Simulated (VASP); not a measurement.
A run of VASP 6.6.1 is set up as follows.

INCAR

```
SYSTEM = Si
PREC = Accurate
ENCUT = 520
EDIFF = 1E-6
ISMEAR = 0
SIGMA = 0.05
LREAL = .False.
LASPH = .True.
NELM = 150
ALGO = Normal
ISIF = 2
LWAVE = .False.
LCHARG = .False.
ISPIN = 2
MAGMOM = 0 0 0 0 2
LORBIT = 11
LDIPOL = .True.
IDIPOL = 3
DIPOL = 0.5 0.5 0.337
GGA = CA
NBANDS = 22
```

KPOINTS

```
regular mesh
0
Gamma
  7 7 1
  0 0 0
```

File POSCAR:

```
Si
1.0
    3.8195065206      0.0000000000      0.0000000000
    0.0000000000      3.8195065206      0.0000000000
    0.0000000000      0.0000000000     21.0645252450
Si
5
Direct
    0.0000000000      0.5000000000      0.1898927203
    0.0000000000      0.0000000000      0.2540004780
    0.5000000000      0.0000000000      0.3202822601
    0.5000000000      0.5000000000      0.3828486591
    0.5000000000      0.5000000000      0.5380859579
```

Potentials or basis: VASP PAW LDA potentials, release 64 (Si).

Launch:

```bash
$ cat potpaw_LDA.64/Si/POTCAR > POTCAR
$ mpirun -np 1 vasp_std > vasp.out
```

Estimate the site moments.

Si +0.01, +0.00, +0.06 (each value once) μB.

What does it give for the largest force?

1.431 eV/Å.

Estimate the net moment.

0.27 μB per cell.

Forces on the atoms (eV/Å):
```
Si   0.000  0.000  0.098
Si   0.000  0.000  0.054
Si   0.000  0.000  0.089
Si   0.000  0.000  1.190
Si   0.000  0.000 -1.431
```

Caveat: a moment this small can come from the mesh or the smearing.
